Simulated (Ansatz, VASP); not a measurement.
**One calculation of GaN, two programs**

```
CELL_PARAMETERS angstrom
0.00000 2.24909 2.24909
2.24909 0.00000 2.24909
2.24909 2.24909 0.00000
ATOMIC_POSITIONS crystal
Ga 0.00000 0.00000 0.00000
N 0.25000 0.25000 0.25000
```

Alike in both runs: task single point; functional PBEsol; k mesh 10 × 10 × 10; no spin polarisation.

|  | VASP | Ansatz |
| --- | --- | --- |
| version | VASP 6.6.1 | Ansatz 0.2.0 |
| potentials or method | VASP PAW PBE potentials, release 64 (Ga_d, N), cutoff 600 eV | scalar-relativistic, plane waves, PAW |
| occupations | gaussian, width 0.01 eV | fixed |
| valence electrons in the cell | 18 | 18 |

```csv
,VASP,Ansatz,Ansatz less VASP
gap on the k mesh at the Fermi level (eV),1.72,1.71,-0.015
least direct gap on the mesh (eV),1.72,1.71,-0.015
```

VASP's potentials were made for PBE, not for PBEsol, and Ansatz warns of the same on its side.
